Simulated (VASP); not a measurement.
Write the native input for VASP 6.6.1 that does the following.

```
Task                   : single point
Functional             : PBE
Potentials or basis    : VASP PAW PBE potentials, release 64 (Al, Ga_d, N)
Cutoff                 : 520 eV
k mesh                 : 4 × 4 × 4
Occupations            : gaussian, width 0.1 eV
Spin                   : no spin polarisation
Dipole correction      : no
Further INCAR settings : ALGO = Normal; EDIFF = 1e-06; NBANDS = 30
```

The structure of AlGaN lies in POSCAR:

```
AlGaN
1.0
    4.1636944300      0.0000000000      0.0000000000
    0.0000000000      4.1636944300      0.0000000000
    0.0000000000      0.0000000000      5.0307167400
Al Ga N
2 2 2
Direct
    0.5000000000      0.0000000000      0.0000000000
    0.0000000000      0.5000000000      0.5000000000
    0.5000000000      0.5000000000      0.0000000000
    0.5000000000      0.5000000000      0.5000000000
    0.0000000000      0.5000000000      0.0000000000
    0.5000000000      0.0000000000      0.5000000000
```

The input as run:

INCAR

```
PREC     = Accurate       # precision mode
ENCUT    = 520            # plane-wave cutoff, eV
EDIFF    = 1E-6           # SCF threshold, eV
ISMEAR   = 0              # smearing method
SIGMA    = 0.1            # smearing width, eV
LREAL    = F              # projectors in reciprocal space
LASPH    = T              # aspherical terms in the spheres
NELM     = 80             # most SCF steps
ALGO     = Normal         # electronic algorithm
ISIF     = 2              # what is computed and relaxed
LWAVE    = F              # write WAVECAR
LCHARG   = F              # write CHGCAR
GGA      = PE             # functional
NBANDS   = 30             # bands
```

KPOINTS

```
regular mesh
0
Gamma
  4 4 4
```

Potentials or basis: VASP PAW PBE potentials, release 64 (Al, Ga_d, N).

Command:

```sh
$ cat potpaw_PBE.64/Al/POTCAR potpaw_PBE.64/Ga_d/POTCAR potpaw_PBE.64/N/POTCAR > POTCAR
$ mpirun -np 1 vasp_std > vasp.out
```

Results of the run:

The pressure is 25.1 GPa and the band gap on the k mesh is zero (band 21 reaches 6.86 eV, above the bottom of band 22 at 5.13 eV).

Caveat: the k points lie up to 0.38 Å⁻¹ apart.

It took 90 s on 1 thread of AMD EPYC 7571, on a shared host, peak memory 0.18 GiB.
